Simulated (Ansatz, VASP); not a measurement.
**KI: VASP beside Ansatz**

```xyz
2
Lattice="-0.0354 3.5443 3.5443 3.5443 -0.0354 3.5443 3.5088 3.5088 0.0000" Properties=species:S:1:pos:R:3 pbc="T T T"
K     0.0000    0.0000    0.0000
I     3.5088    3.5088    3.5443
```

Change from the starting cell: shear_xy strain -2.0%.

Alike in both runs: task single point; functional r2SCAN; k mesh 6 × 6 × 6; no spin polarisation.

|  | VASP | Ansatz |
| --- | --- | --- |
| version | VASP 6.6.1 | Ansatz 0.2.0 |
| potentials or method | VASP PAW PBE potentials, release 64 (K_sv, I) | plane waves, PAW |
| plane-wave cutoff (eV) | 520 | 500 |
| occupations | gaussian, width 0.01 eV | fixed |
| valence electrons in the cell | 16 | 26 |

|  | VASP | Ansatz | Ansatz less VASP |
| --- | --- | --- | --- |
| gap on the k mesh at the Fermi level (eV) | 4.55 | 4.56 | +0.003 |
| pressure (GPa) | 0.0 | 0.0 | 0.00 |
| traceless stress, the component that is largest in VASP (GPa) | 0.08 | 0.08 | +0.001 |

VASP's potentials were made for PBE, not for r2SCAN. VASP's potentials hold 16 valence electrons a cell and Ansatz's 26, so a difference there can come from the potentials and not from the codes.

Neither program's run includes spin-orbit coupling.
